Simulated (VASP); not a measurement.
Wanted: the native input for a VASP 6.6.1 run.

```
Task                   : single point
Functional             : PBE
Potentials or basis    : VASP PAW PBE potentials, release 64 (Pb_d)
Cutoff                 : 520 eV
k mesh                 : 9 × 9 × 1
Occupations            : fermi-dirac, width 0.05 eV
Spin                   : no spin polarisation
Dipole correction      : no
Further INCAR settings : ALGO = Normal; EDIFF = 1e-06; NBANDS = 28
```

The structure of Pb lies in POSCAR:

```
Pb
1.0
    3.4800006906      0.0000000000      0.0000000000
   -1.7400003453      3.0137690032      0.0000000000
    0.0000000000      0.0000000000     20.5900000000
Pb
3
Direct
    0.3333333333      0.6666666667      0.3574419625
    0.6666666667      0.3333333333      0.5000000000
    0.3333333333      0.6666666667      0.6425580375
```

These files were run (other wordings do the same):

INCAR

```
SYSTEM = Pb
PREC     = Accurate       ! precision mode
ENCUT    = 520            ! plane-wave cutoff, eV
EDIFF    = 1E-6           ! SCF threshold, eV
ISMEAR   = -1             ! smearing method
SIGMA    = 0.05           ! smearing width, eV
LREAL    = .FALSE.        ! projectors in reciprocal space
LASPH    = .TRUE.         ! aspherical terms in the spheres
NELM     = 100            ! most SCF steps
ALGO     = Normal         ! electronic algorithm
ISIF     = 2              ! what is computed and relaxed
LWAVE    = .FALSE.        ! write WAVECAR
LCHARG   = .FALSE.        ! write CHGCAR
GGA      = PE             ! functional
NBANDS   = 28             ! bands
```

KPOINTS

```
regular mesh
0
G
  9 9 1
  0 0 0
```

Potentials or basis: VASP PAW PBE potentials, release 64 (Pb_d).

Command:

```console
$ cat potpaw_PBE.64/Pb_d/POTCAR > POTCAR
$ mpirun -np 1 vasp_std > vasp.out
```

Results of the run:

| Property | Result |
| --- | --- |
| Largest force | 0.004 eV/Å |
| Band gap on the k mesh | zero (band 21 reaches 3.12 eV, above the bottom of band 22 at -0.52 eV) |

Caveat: spin-orbit coupling is left out, which moves the levels of the heavy elements.

It took 72 s on 1 thread of Intel(R) Xeon(R) Platinum 8488C (Sapphire Rapids) (shared host), peak memory 0.35 GiB.
